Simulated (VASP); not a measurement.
Wanted: the native input for a VASP 6.6.1 run.

| Quantity | Value |
| --- | --- |
| Task | single point |
| Functional | r2SCAN |
| Potentials or basis | VASP PAW PBE potentials, release 64 (Zn, O) |
| Cutoff | 520 eV |
| k mesh | 12 × 12 × 6 |
| Occupations | gaussian, width 0.05 eV |
| Spin | no spin polarisation |
| Dipole correction | no |
| Further INCAR settings | ALGO = Normal; EDIFF = 1e-06; NBANDS = 26 |

The system is ZnO.

```
Zn O
1.0
     3.24940    0.00000    0.00000
    -1.62470    2.81406    0.00000
     0.00000    0.00000    5.20380
Zn O
2 2
Direct
  0.33333 0.66667 0.00000
  0.66667 0.33333 0.50000
  0.33333 0.66667 0.36288
  0.66667 0.33333 0.86288
```

This cell differs from its parent crystal: all O atoms moved -0.100 Å, as atom 3 along Cartesian [0 0 1].

These files were run (other wordings do the same):

POSCAR

```
ZnO
1.0
    3.2493987239      0.0000000000      0.0000000000
   -1.6246993619      2.8140618419      0.0000000000
    0.0000000000      0.0000000000      5.2038000000
Zn O
2 2
Direct
    0.3333333333      0.6666666667      0.0000000000
    0.6666666667      0.3333333333      0.5000000000
    0.3333333333      0.6666666667      0.3628832738
    0.6666666667      0.3333333333      0.8628832738
```

INCAR.step1

```
PREC     = Accurate       # precision mode
ENCUT    = 520            # plane-wave cutoff, eV
ISMEAR   = 0              # smearing method
SIGMA    = 0.05           # smearing width, eV
LREAL    = F              # projectors in reciprocal space
LASPH    = T              # aspherical terms in the spheres
NELM     = 100            # most SCF steps
NBANDS   = 26             # bands
GGA      = PE             # functional
ALGO     = Normal         # electronic algorithm
EDIFF    = 1E-4           # SCF threshold, eV
LWAVE    = T              # write WAVECAR
LCHARG   = F              # write CHGCAR
```

INCAR.step2

```
PREC     = Accurate       # precision mode
ENCUT    = 520            # plane-wave cutoff, eV
EDIFF    = 1E-6           # SCF threshold, eV
ISMEAR   = 0              # smearing method
SIGMA    = 0.05           # smearing width, eV
LREAL    = F              # projectors in reciprocal space
LASPH    = T              # aspherical terms in the spheres
NELM     = 100            # most SCF steps
ALGO     = Normal         # electronic algorithm
ISIF     = 2              # what is computed and relaxed
LWAVE    = F              # write WAVECAR
LCHARG   = T              # write CHGCAR
METAGGA  = R2SCAN         # meta-GGA
LMIXTAU  = T            
LELF     = T              # ELF
LVHAR    = T            
NBANDS   = 26             # bands
ISTART   = 1
```

KPOINTS

```
Automatic mesh
0
Gamma
  12 12 6
```

Potentials or basis: VASP PAW PBE potentials, release 64 (Zn, O).

Launch:

```sh
$ cat potpaw_PBE.64/Zn/POTCAR potpaw_PBE.64/O/POTCAR > POTCAR
$ cp INCAR.step1 INCAR
$ mpirun -np 1 vasp_std > vasp.out
$ cp INCAR.step2 INCAR
$ mpirun -np 1 vasp_std > vasp.out
```

Results of the run:

The pressure is 0.8 GPa and the largest force is 0.882 eV/Å. The band gap on the k mesh is 1.25 eV.

Caveat: the cell differs from its parent crystal (all O atoms moved -0.100 Å, as atom 3 along Cartesian [0 0 1]); the PAW data sets were made with another functional, which shifts forces and pressure a little.

It took 3 min on 1 thread of Intel(R) Xeon(R) Platinum 8488C (Sapphire Rapids), on a shared host, peak memory 0.22 GiB.
